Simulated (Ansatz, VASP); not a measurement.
# As: VASP beside Ansatz

```
As
1.0
     1.84170    1.06331    3.41522
    -1.84170    1.06331    3.41522
     0.00000   -2.12662    3.41522
As
2
Direct
  0.22754 0.22754 0.22754
  0.77246 0.77246 0.77246
```

Change from the starting cell: volume scaled by 0.9405, PAW files.

Alike in both runs: task electric field gradients; functional PBE; k mesh 11 × 11 × 11; occupations fermi-dirac, width 0.03 eV; no spin polarisation.

|  | VASP | Ansatz |
| --- | --- | --- |
| version | VASP 6.6.1 | Ansatz 0.2.0 |
| potentials or method | VASP PAW PBE potentials, release 64 (As) | PAW with Ansatz's default frozen-core files, scalar-relativistic |
| plane-wave cutoff (eV) | 520 | 420 |
| valence electrons in the cell | 10 | 30 |

Ansatz gave:

| Property | Result |
| --- | --- |
| pressure (GPa) | 9.4 |
| traceless stress, the component that is largest in VASP (GPa) | -1.93 |
| rms of the force components (eV/Å) | 0.384 |
| size of Vzz on the site where it differs most (V/Å²) | 51.3 |

Q: Estimate VASP's values.

A: Pressure (GPa): 9.8; traceless stress, the component that is largest in VASP (GPa): -2.06; rms of the force components (eV/Å): 0.427; size of Vzz on the site where it differs most (V/Å²): 47.7.

Atom by atom the forces differ by 0.043 eV/Å (rms over components). VASP's potentials hold 10 valence electrons a cell and Ansatz's 30, so a difference there can come from the potentials and not from the codes.
